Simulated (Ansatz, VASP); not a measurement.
Two plane-wave programs on GaP

```xyz
2
Lattice="0.0000 2.7642 2.7642 2.7642 0.0000 2.7642 2.7642 2.7642 0.0000" Properties=species:S:1:pos:R:3 pbc="T T T"
Ga    0.0000    0.0000    0.0000
P     1.3821    1.3821    1.3821
```

Alike in both runs: task single point; functional HSE06; k mesh 4 × 4 × 4; occupations fermi-dirac, width 0.05 eV; no spin polarisation.

|  | VASP | Ansatz |
| --- | --- | --- |
| version | VASP 6.6.1 | Ansatz 0.2.0 development build |
| potentials or method | VASP PAW PBE potentials, release 64 (Ga_d, P) | plane waves, PAW datasets (generated hard set |
| plane-wave cutoff (eV) | 520 | 700 |
| valence electrons in the cell | 18 | 26 |

```tsv
	VASP	Ansatz	Ansatz less VASP
gap on the k mesh at the Fermi level (eV)	2.39	2.39	-0.001
```

VASP's potentials hold 18 valence electrons a cell and Ansatz's 26, so a difference there can come from the potentials and not from the codes.

The k mesh is coarse, so the values compare programs but aren't converged.
